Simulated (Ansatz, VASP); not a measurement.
## Pd in VASP and in Ansatz

```
Pd
1.0
     0.00000    1.94146    1.94146
     1.94146    0.00000    1.94146
     1.94146    1.94146    0.00000
Pd
1
Direct
  0.00000 0.00000 0.00000
```

Alike in both runs: task relaxation of cell and atoms; functional PBEsol; k mesh 24 × 24 × 24; occupations gaussian, width 0.1 eV; no spin polarisation.

```csv
,VASP,Ansatz
version,VASP 6.6.1,Ansatz 0.2.0
potentials or method,"VASP PAW PBE potentials, release 64 (Pd), cutoff 600 eV","scalar-relativistic, plane waves, PAW"
valence electrons in the cell,10,18
```

Ansatz gave:

- gap on the k mesh at the Fermi level, each at its own relaxed structure (eV): none
- relaxed volume (Å³/atom): 14.55
- relaxed cell length with the largest relative difference (Å): 2.740

**Question.** Which values does VASP return?

**Answer.** gap on the k mesh at the Fermi level, each at its own relaxed structure (eV): none; relaxed volume (Å³/atom): 14.53; relaxed cell length with the largest relative difference (Å): 2.739.

VASP's potentials were made for PBE, not for PBEsol. A gap of «none» marks a metal or a gap that the smearing closes. VASP's potentials hold 10 valence electrons a cell and Ansatz's 18, so a difference there can come from the potentials and not from the codes.
